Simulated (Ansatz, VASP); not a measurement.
## W in VASP and in Ansatz

```
CELL_PARAMETERS angstrom
-1.46952 1.46952 1.46952
1.46952 -1.46952 1.46952
1.46952 1.46952 -1.46952
ATOMIC_POSITIONS crystal
W 0.00000 0.00000 0.00000
```

Change from the starting cell: strain -0.080 along x and y, -0.080 along z, atoms carried along.

Alike in both runs: task single point; functional PBEsol; k mesh 20 × 20 × 20; occupations gaussian, width 0.15 eV; no spin polarisation.

|  | VASP | Ansatz |
| --- | --- | --- |
| version | VASP 6.6.1 | Ansatz 0.2.0 |
| potentials or method | VASP PAW PBE potentials, release 64 (W_sv), cutoff 520 eV | scalar-relativistic, plane waves, PAW |
| valence electrons in the cell | 14 | 14 |

```tsv
	VASP	Ansatz	Ansatz less VASP
gap on the k mesh at the Fermi level (eV)	none	none	-
pressure (GPa)	108.0	105.2	-2.82
```

VASP's potentials were made for PBE, not for PBEsol. A gap of «none» marks a metal or a gap that the smearing closes. Both programs put the cell under a high pressure, so it lies far from rest at this level.

Neither program's run includes spin-orbit coupling. Noted on VASP's run: the cell as given lies far from equilibrium.
